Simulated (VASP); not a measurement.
Here is a VASP 6.6.1 calculation.

The input INCAR:

```
SYSTEM = Pb
PREC = Accurate
ENCUT = 520
EDIFF = 1E-6
ISMEAR = -1
SIGMA = 0.1
LREAL = .FALSE.
LASPH = .TRUE.
NELM = 100
ALGO = Normal
ISIF = 2
LWAVE = .FALSE.
LCHARG = .FALSE.
GGA = PE
NBANDS = 21
```

Contents of KPOINTS:

```
Automatic mesh
0
G
  12 12 6
  0 0 0
```

POSCAR

```
Pb
1.0
    3.6910293880      0.0000000000      0.0000000000
   -1.8455146940      3.1965252161      0.0000000000
    0.0000000000      0.0000000000      6.0522966666
Pb
2
Direct
    0.3333333333      0.6666666667      0.2500000000
    0.6666666667      0.3333333333      0.7500000000
```

Potentials or basis: VASP PAW PBE potentials, release 64 (Pb_d).

The run is started by

```bash
$ cat potpaw_PBE.64/Pb_d/POTCAR > POTCAR
$ mpirun -np 1 vasp_std > vasp.out
```

(1) What does it give for the band gap on the k mesh?

(2) Predict the pressure.

## Answers

(1) zero (bands 14 and 15 overlap by 6.56 eV).

(2) -3.5 GPa.

Caveat: the cell stands under tension; spin-orbit coupling is left out, which moves the levels of the heavy elements.
